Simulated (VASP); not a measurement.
A run of VASP 6.6.1 is set up as follows.

The input INCAR:

```
SYSTEM = Al
ALGO = Normal
EDIFF = 1E-7
ENCUT = 520
GGA = PE
ISIF = 2
ISMEAR = 0
LASPH = .True.
LCHARG = .False.
LREAL = .False.
LWAVE = .False.
NBANDS = 18
NELM = 60
PREC = Accurate
SIGMA = 0.1
```

KPOINTS

```
k-points
0
Gamma
  6 6 6
  0 0 0
```

The input POSCAR:

```
Al
1.0
   -3.2090760900      3.2090760900      2.2220942200
    3.2090760900     -3.2090760900      2.2220942200
    3.2090760900      3.2090760900     -2.2220942200
Al
6
Direct
    0.0000000000      0.0000000000      0.0000000000
    0.7500000000      0.2500000000      0.5000000000
    0.3750000000      0.6250000000      0.7500000000
    0.3750000000      0.1250000000      0.7500000000
    0.3750000000      0.6250000000      0.2500000000
    0.8750000000      0.6250000000      0.2500000000
```

Potentials or basis: VASP PAW PBE potentials, release 64 (Al).

The run is started by

```sh
$ cat potpaw_PBE.64/Al/POTCAR > POTCAR
$ mpirun -np 1 vasp_std > vasp.out
```

(1) Estimate the pressure.

(2) Predict the band gap on the k mesh.

Results:

(1) 35.6 GPa.

(2) zero (bands 9 and 10 overlap by 3.79 eV).

Caveat: the stress differs along the axes, from 29 to 49 GPa.
